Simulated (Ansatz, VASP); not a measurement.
Ni in VASP and in Ansatz

File INCAR:

```
SYSTEM = Ni
PREC = Accurate ; ENCUT = 520
EDIFF = 1E-6 ; ISMEAR = -1
SIGMA = 0.05 ; LREAL = .False.
LASPH = .True. ; NELM = 150
ALGO = Normal ; ISIF = 2
LWAVE = .False. ; LCHARG = .False.
ISPIN = 2 ; MAGMOM = -0.569 -0.569
LORBIT = 11 ; LMAXMIX = 4
GGA = PE ; NBANDS = 21
```

File KPOINTS:

```
regular mesh
0
Gamma
  19 19 19
  0 0 0
```

The input POSCAR:

```
Ni
1.0
    0.0000000000      2.2927246565      2.2927246565
    2.2927246565      0.0000000000      2.2927246565
    2.2927246565      2.2927246565      0.0000000000
Ni
2
Direct
    0.0000000000      0.0000000000      0.0000000000
    0.5000000000      0.5000000000      0.5000000000
```

Input for Ansatz:

```yaml
crystal:
  lattice:
    - [0.0, 2.2927246565, 2.2927246565]
    - [2.2927246565, 0.0, 2.2927246565]
    - [2.2927246565, 2.2927246565, 0.0]
  atoms:
    - { symbol: Ni, position: [0.0, 0.0, 0.0], spin: -0.569 }
    - { symbol: Ni, position: [0.5, 0.5, 0.5], spin: -0.569 }
hamiltonian:
  xc: pbe
  pseudopotentials:
    kind: paw
    azcp:
      Ni: "pseudopotentials/Ni.paw.azcp"
basis:
  ecutwfc: 420
  fft_grid_basis: typed
kpoints:
  mp_grid: { grid: [19, 19, 19], shift: [0, 0, 0] }
magnetization:
  spin_polarized: true
scf:
  occupations: { method: fermi_dirac, width: 0.05 }
output:
  stress: true
```

Alike in both runs: task single point; functional PBE; k mesh 19 × 19 × 19; occupations fermi-dirac, width 0.05 eV; collinear spin.

|  | VASP | Ansatz |
| --- | --- | --- |
| version | VASP 6.6.1 | Ansatz 0.2.0 |
| potentials or method | VASP PAW PBE potentials, release 64 (Ni), cutoff 520 eV | plane waves (420 eV) with PAW, scalar-relativistic |
| valence electrons in the cell | 20 | 36 |

Ansatz gave:

| Item | Value |
| --- | --- |
| pressure (GPa) | 7.5 |
| net moment per atom (μB) | 0.51 |
| size of the moment on the site where the two differ most (μB) | 0.52 |

Question: Which values does VASP return?

Answer: Pressure (GPa): 7.2; net moment per atom (μB): 0.49; size of the moment on the site where the two differ most (μB): 0.49.

Site moments also hang on the region over which each program counts them. VASP's potentials hold 20 valence electrons a cell and Ansatz's 36, so a difference there can come from the potentials and not from the codes.
